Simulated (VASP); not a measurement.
**TaVN2: single point with LDA**

TaVN2:

```
Ta V N
1.0
     2.98761    0.00000    0.00000
     0.00000    2.98761    0.00000
     0.00000    0.00000    4.20836
Ta V N
1 1 2
Direct
  0.00000 0.00000 0.00000
  0.50000 0.50000 0.50000
  0.50000 0.50000 0.00000
  0.00000 0.00000 0.50000
```

| Quantity | Value |
| --- | --- |
| Program | VASP 6.6.1 |
| Task | single point |
| Functional | LDA |
| Potentials or basis | VASP PAW LDA potentials, release 64 (Ta_pv, V_sv, N) |
| Cutoff | 520 eV |
| k mesh | 9 × 9 × 6 |
| Occupations | fermi-dirac, width 0.05 eV |
| Spin | collinear spin, ferromagnetic start |
| Starting moments | [0.0, 2.0, 0.0, 0.0] μB |
| Dipole correction | no |
| Further INCAR settings | ALGO = Normal; EDIFF = 1e-06; NBANDS = 29 |

```yaml
Pressure: 2.4 GPa
Band_gap_on_the_k_mesh: zero (filled and empty bands overlap)
Net_moment: 0.01 μB per cell
Valence_electrons_inside_the_program's_atomic_spheres: Ta 9.13; V 11.69; N 3.79, 3.73
```

Stress tensor (GPa, compression positive):
```
3.27 0.00 0.00
0.00 3.27 0.00
0.00 0.00 0.71
```

Levels at points of the mesh, in eV from the Fermi level:
Spin up:
```
           k point  band 15  band 16  band 17  band 18  band 19  band 20
(0.00, 0.00, 0.00)    -2.97    -2.93    -1.70    -1.70    -1.62    -0.31
(0.00, 0.00, 0.50)    -4.30    -4.29    -2.73    -0.04     0.67     0.67
```
Spin down:
| k point | band 15 | band 16 | band 17 | band 18 | band 19 | band 20 |
| --- | --- | --- | --- | --- | --- | --- |
| (0.00, 0.00, 0.00) | -2.97 | -2.93 | -1.70 | -1.70 | -1.62 | -0.31 |
| (0.00, 0.00, 0.50) | -4.30 | -4.29 | -2.73 | -0.04 | 0.67 | 0.67 |

Wall time 2.2 min on 1 thread of Intel Xeon 8259CL, on a shared host, peak memory 0.22 GiB.

Caveat: spin-orbit coupling is left out, which moves the levels of the heavy elements. With open d or f shells a metallic result of LDA can be an artefact of self-interaction; +U or a hybrid may open a gap.
